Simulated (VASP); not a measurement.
# CsP2Pb (P4/mmm) in VASP: further runs, part 2 of 2

VASP 6.6.1. Earlier steps stand in the parts before.

### Step 3. Relaxation of cell and atoms, PBE

This run uses another cell than the first one, of 36.43 Å³/atom, 1.193 times its volume.

Input file INCAR:

```
  PREC = Accurate
  ENCUT = 600
  EDIFF = 1E-7
  ISMEAR = 0
  SIGMA = 0.1
  LREAL = False
  LASPH = True
  NELM = 100
  ALGO = Normal
  ISIF = 3
  LWAVE = False
  LCHARG = False
  GGA = PE
  IBRION = 2
  NSW = 100
  EDIFFG = -0.01
```

Input file KPOINTS:

```
regular mesh
0
Gamma
  10 10 8
```

Input file POSCAR:

```
CsP2Pb
1.0
    4.6881179600      0.0000000000      0.0000000000
    0.0000000000      4.6881179600      0.0000000000
    0.0000000000      0.0000000000      6.6300000000
Cs P Pb
1 2 1
Direct
    0.0000000000      0.0000000000      0.0000000000
    0.0000000000      0.0000000000      0.5000000000
    0.5000000000      0.5000000000      0.0000000000
    0.5000000000      0.5000000000      0.5000000000
```

Potentials or basis: VASP PAW PBE potentials, release 64 (Cs_sv, P, Pb_d).

Launch:

```
cat potpaw_PBE.64/Cs_sv/POTCAR potpaw_PBE.64/P/POTCAR potpaw_PBE.64/Pb_d/POTCAR > POTCAR
mpirun -np 1 vasp_std > vasp.out
```

OUTCAR:

```text
PREC = Accurate
   ENCUT = 600
   EDIFF = 1E-7
   ISMEAR = 0
   LREAL = False
   LASPH = True
   NELM = 100
   ISIF = 3
   GGA = PE
   IBRION = 2
   NSW = 100
   EDIFFG = -0.01

 ion  position               nearest neighbor table
   1  0.000  0.000  0.000-
   2  0.000  0.000  0.500-   4 3.32   4 3.32   4 3.32   4 3.32
   3  0.500  0.500  0.000-   4 3.31   4 3.31
   4  0.500  0.500  0.500-   3 3.31   3 3.31   2 3.32   2 3.32   2 3.32   2 3.32

  LATTYP: Found a simple tetragonal cell.
 ALAT       =     4.6881179600
 C/A-ratio  =     1.4142135622

  Lattice vectors:

 A1 = (   4.6881179600,   0.0000000000,   0.0000000000)
 A2 = (   0.0000000000,   4.6881179600,   0.0000000000)
 A3 = (   0.0000000000,   0.0000000000,   6.6300000000)

Analysis of symmetry for initial positions (statically):
=====================================================================
 Subroutine PRICEL returns:
 Original cell was already a primitive cell.

 Routine SETGRP: Setting up the symmetry group for a
 simple tetragonal supercell.

 Subroutine GETGRP returns: Found 16 space group operations
 (whereof 16 operations were pure point group operations)
 out of a pool of 16 trial point group operations.

The static configuration has the point symmetry D_4h.

Analysis of symmetry for dynamics (positions and initial velocities):
=====================================================================
 Subroutine PRICEL returns:
 Original cell was already a primitive cell.

 Routine SETGRP: Setting up the symmetry group for a
 simple tetragonal supercell.

 Subroutine GETGRP returns: Found 16 space group operations
 (whereof 16 operations were pure point group operations)
 out of a pool of 16 trial point group operations.

The dynamic configuration has the point symmetry D_4h.

 Subroutine INISYM returns: Found 16 space group operations
 (whereof 16 operations are pure point group operations),
 and found     1 'primitive' translations

----------------------------------------------------------------------------------------

                                     Primitive cell

  volume of cell :     145.7171

  direct lattice vectors                    reciprocal lattice vectors
     4.688117960  0.000000000  0.000000000     0.213305213  0.000000000  0.000000000
     0.000000000  4.688117960  0.000000000     0.000000000  0.213305213  0.000000000
     0.000000000  0.000000000  6.630000000     0.000000000  0.000000000  0.150829563

  length of vectors
     4.688117960  4.688117960  6.630000000     0.213305213  0.213305213  0.150829563

  position of ions in fractional coordinates (direct lattice)
     0.000000000  0.000000000  0.000000000
     0.000000000  0.000000000  0.500000000
     0.500000000  0.500000000  0.000000000
     0.500000000  0.500000000  0.500000000

  ion indices of the primitive-cell ions
   primitive index   ion index
                 1           1
                 2           2
                 3           3
                 4           4

----------------------------------------------------------------------------------------

 KPOINTS: regular mesh

Automatic generation of k-mesh.
 Grid dimensions read from file:
[... 46 lines left out ...]
 [... further k-points ...]
   k-points           NKPTS =    105   k-points in BZ     NKDIM =    105   number of bands    NBANDS=     20
   number of dos      NEDOS =    301   number of ions     NIONS =      4
   total plane-waves  NPLWV =  86400
   dimension x,y,z NGX =    40 NGY =   40 NGZ =   54
   dimension x,y,z NGXF=    80 NGYF=   80 NGZF=  108
   ions per type =               1   2   1
   NGX,Y,Z   is equivalent  to a cutoff of  14.18, 14.18, 13.54 a.u.
   NGXF,Y,Z  is equivalent  to a cutoff of  28.37, 28.37, 27.08 a.u.
 SYSTEM =  unknown system
   PREC   = accura    normal or accurate (medium, high low for compatibility)
   ISTART =      0    job   : 0-new  1-cont  2-samecut
   ICHARG =      2    charge: 1-file 2-atom 10-const
   ISPIN  =      1    spin polarized calculation?
   LNONCOLLINEAR =      F non collinear calculations
   LSORBIT =      F    spin-orbit coupling
   LASPH  =      T    aspherical Exc in radial PAW
   ENCUT  =  600.0 eV  44.10 Ry    6.64 a.u.   9.36  9.36 13.24*2*pi/ulx,y,z
   NELM   =    100;   NELMIN=  2; NELMDL= -5     # of ELM steps
   EDIFF  = 0.1E-06   stopping-criterion for ELM
   LREAL  =      F    real-space projection
   EDIFFG = -.1E-01   stopping-criterion for IOM
   NSW    =    100    number of steps for IOM
   IBRION =      2    ionic relax: 0-MD 1-quasi-New 2-CG
   NFREE  =      1    steps in history (QN), initial steepest desc. (CG)
   ISIF   =      3    stress and relaxation
   ISYM   =      2    0-nonsym 1-usesym 2-fastsym
   POTIM  = 0.5000    time-step for ionic-motion
   TEBEG  =    0.0;   TEEND  =   0.0 temperature during run
   PSTRESS=    0.0 pullay stress
   NELECT =      33.0000    total number of electrons
   NUPDOWN=      -1.0000    fix difference up-down
   EMIN   =  10.00;   EMAX   =-10.00  energy-range for DOS
   EFERMI =   0.00;   METHOD = LEGACY
   ISMEAR =     0;   SIGMA  =   0.10  broadening in eV -4-tet -1-fermi 0-gaus
   EFERMI_NEDOS =   21; number of points for ismear=-14 and -15
   IALGO  =     38    algorithm
   IMIX   =      4    mixing-type and parameters
     AMIX     =   0.40;   BMIX     =  1.00
     AMIX_MAG =   1.60;   BMIX_MAG =  1.00
  volume/ion in A,a.u.               =      36.43       245.84
  Fermi-wavevector in a.u.,A,eV,Ry     =   0.997875  1.885709 13.548051  0.995754
  Thomas-Fermi vector in A             =   2.130060
   LORBIT       =      0    0 simple, 1 ext, 2 COOP (PROOUT), +10 PAW based schemes
   GGA     = PE    functional components
   LHFCALC =     F    Hartree Fock is set to
   AEXX    =    0.0000 exact exchange contribution
   IVDW    =     0    specifies the selected vdW correction
   LEPSILON=     F    determine dielectric tensor
   LRPA    =     F    only Hartree local field effects (RPA)
 conjugate gradient relaxation of ions
 non-spin polarized calculation
 Gauss-broadening in eV      SIGMA  =   0.10
  energy-cutoff  :      600.00
  volume of cell :      145.72
 maximum number of plane-waves:      4936
 NGX is ok and might be reduce to    40
   NGX = 19   NGY = 19   NGZ = 27

--------------------------------------- Ionic step        1  -------------------------------------------

 number of electron      32.9999994 magnetization

 Free energy of the ion-electron system (eV)
  ---------------------------------------------------
  ext. energy  EPLUGINS =         0.00000000
  ---------------------------------------------------
  free energy    TOTEN  =       -12.27726699 eV

  energy without entropy =      -12.24359094  energy(sigma->0) =      -12.26042897

------------------------ aborting loop because EDIFF is reached ----------------------------------------

  FORCE on cell =-STRESS in cart. coord.  units (eV):
  Direction    XX          YY          ZZ          XY          YZ          ZX
  --------------------------------------------------------------------------------------
  -------------------------------------------------------------------------------------
  Total       -2.8313972     -2.8313972     -3.3045263      0.0000000     -0.0000000     -0.0000000
  in kB      -31.1315539    -31.1315539    -36.3336654      0.0000000     -0.0000000     -0.0000000
  external PRESSURE =     -32.8655910 kB  Pullay stress =       0.0000000 kB
[... 139 lines left out ...]
--------------------------------------- Ionic step        5  -------------------------------------------

 number of electron      32.9999997 magnetization

 Free energy of the ion-electron system (eV)
  ---------------------------------------------------
  ext. energy  EPLUGINS =         0.00000000
  ---------------------------------------------------
  free energy    TOTEN  =       -12.55998176 eV

  energy without entropy =      -12.54203992  energy(sigma->0) =      -12.55101084

 E-fermi :   3.4539     XC(G=0):  -9.0689

 val. band max:        3.4437730466   @ k =   0.5000   0.1000   0.1250
 cond. band min:       3.4643026502   @ k =   0.3000   0.2000   0.2500
 fundamental gap:      0.0205296036
 Fermi energy:         3.4538997106

 k-point     1 :       0.0000    0.0000    0.0000
  band No.  band energies     occupation
      1     -17.4950      2.00000
      2     -13.0238      2.00000
      3     -13.0164      2.00000
      4     -12.9971      2.00000
      5     -12.9888      2.00000
      6     -12.9888      2.00000
[... 541 lines left out ...]
     19       6.9517      0.00000
     20       7.4407      0.00000

 [... further k-points ...]

------------------------ aborting loop because EDIFF is reached ----------------------------------------

  FORCE on cell =-STRESS in cart. coord.  units (eV):
  Direction    XX          YY          ZZ          XY          YZ          ZX
  --------------------------------------------------------------------------------------
  -------------------------------------------------------------------------------------
  Total        0.0286208      0.0286208     -0.0083261      0.0000000     -0.0000000      0.0000000
  in kB        0.3742680      0.3742680     -0.1088793      0.0000000     -0.0000000      0.0000000
  external PRESSURE =       0.2132189 kB  Pullay stress =       0.0000000 kB
[... 19 lines left out ...]
  FREE ENERGIE OF THE ION-ELECTRON SYSTEM (eV)
  ---------------------------------------------------
  free  energy   TOTEN  =       -12.5599817588 eV

  energy  without entropy=      -12.5420399243  energy(sigma->0) =      -12.55101084

 reached required accuracy - stopping structural energy minimisation
```

CONTCAR:

```text
CsP2Pb
   1.00000000000000
     4.4404422354103215    0.0000000000000000   -0.0000000000000000
    -0.0000000000000000    4.4404422354103215   -0.0000000000000000
     0.0000000000000000   -0.0000000000000000    6.2137908854547188
  Cs              P               Pb
     1     2     1
Direct
     0.0000000000000000    1.0000000000000000    1.0000000000000000
     0.0000000000000000    1.0000000000000000    0.5000000000000000
     0.5000000000000000    0.5000000000000000    1.0000000000000000
     0.5000000000000000    0.5000000000000000    0.5000000000000000

  0.00000000E+00  0.00000000E+00  0.00000000E+00
  0.00000000E+00  0.00000000E+00  0.00000000E+00
  0.00000000E+00  0.00000000E+00  0.00000000E+00
  0.00000000E+00  0.00000000E+00  0.00000000E+00
```

Run time: 11 min. Hardware: 1 thread of Intel Xeon 6975P-C (Granite Rapids), shared host; peak memory 0.6 GiB.

Results:

```yaml
Free_energy: -12.5600 eV
Relaxed_volume: 30.63 Å³/atom
Relaxed_cell: a = 4.440 Å, b = 4.440 Å, c = 6.214 Å, α = 90.00°, β = 90.00°, γ = 90.00°
Space_group_after_relaxing_to_0.05_Å: P4/mmm (No. 123)
Energy_gained_by_relaxing: 70.7 meV/atom
Ionic_steps: 5
Pressure_after_relaxing: 0.0 GPa
```

The path:
```
step  energy change (eV)  largest force (eV/Å)  pressure (GPa)  volume (Å³)
   1              0.0000                0.0000           -3.29       145.72
   2             -0.2414                0.0000           -1.56       130.52
   3             -0.2823                0.0000           -0.16       123.31
   4             -0.2827                0.0000            0.02       122.51
   5             -0.2827                0.0000            0.02       122.52
```

Final structure:
```cif
data_structure
_symmetry_space_group_name_H-M 'P 1'
_symmetry_Int_Tables_number 1
_cell_length_a 4.4404
_cell_length_b 4.4404
_cell_length_c 6.2138
_cell_angle_alpha 90.000
_cell_angle_beta 90.000
_cell_angle_gamma 90.000
_cell_volume 122.52
loop_
_atom_site_label
_atom_site_type_symbol
_atom_site_fract_x
_atom_site_fract_y
_atom_site_fract_z
_atom_site_occupancy
Cs1 Cs 0.00000 0.00000 0.00000 1
P1 P 0.00000 0.00000 0.50000 1
P2 P 0.50000 0.50000 0.00000 1
Pb1 Pb 0.50000 0.50000 0.50000 1
```

Caveat: the volume moved by over 15 % at a fixed basis, so the end points are rough; spin-orbit coupling is left out, which moves the levels of the heavy elements.
